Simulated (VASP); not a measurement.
Crystal: Ga.

```xyz
1
Lattice="-1.3844 1.3844 2.3112 1.3844 -1.3844 2.3112 1.3844 1.3844 -2.3112" Properties=species:S:1:pos:R:3 pbc="T T T"
Ga    0.0000    0.0000    0.0000
```

| Quantity | Value |
| --- | --- |
| Program | VASP 6.6.1 |
| Task | relaxation of cell and atoms |
| Functional | PBE |
| Potentials or basis | VASP PAW PBE potentials, release 64 (Ga_d) |
| Cutoff | 600 eV |
| k mesh | 22 × 22 × 22 |
| Occupations | gaussian, width 0.1 eV |
| Spin | no spin polarisation |

At the start: pressure 3.9 GPa; volume 17.72 Å³/atom.

How do energy, volume and symmetry change on relaxing?

Over 8 steps the energy falls by 16.9 meV/atom and the volume is 18.88 Å³/atom (+6.6 %); space group I4/mmm (No. 139, to 0.1 Å) before and after.

The path:
```csv
step,energy change (eV),largest force (eV/Å),pressure (GPa),volume (Å³)
1,0.0000,0.0000,3.95,17.72
2,-0.0159,0.0000,0.30,18.86
3,-0.0161,0.0000,-0.24,19.04
4,-0.0161,0.0000,-0.17,19.00
5,-0.0161,0.0000,-0.09,18.98
6,-0.0165,0.0000,-0.07,18.95
7,-0.0169,0.0000,0.05,18.90
8,-0.0169,0.0000,0.05,18.88
```

Final structure:
```xyz
1
Lattice="-1.4310 1.4310 2.3052 1.4310 -1.4310 2.3052 1.4310 1.4310 -2.3052" Properties=species:S:1:pos:R:3 pbc="T T T"
Ga   -1.4310    1.4310    2.3052
```
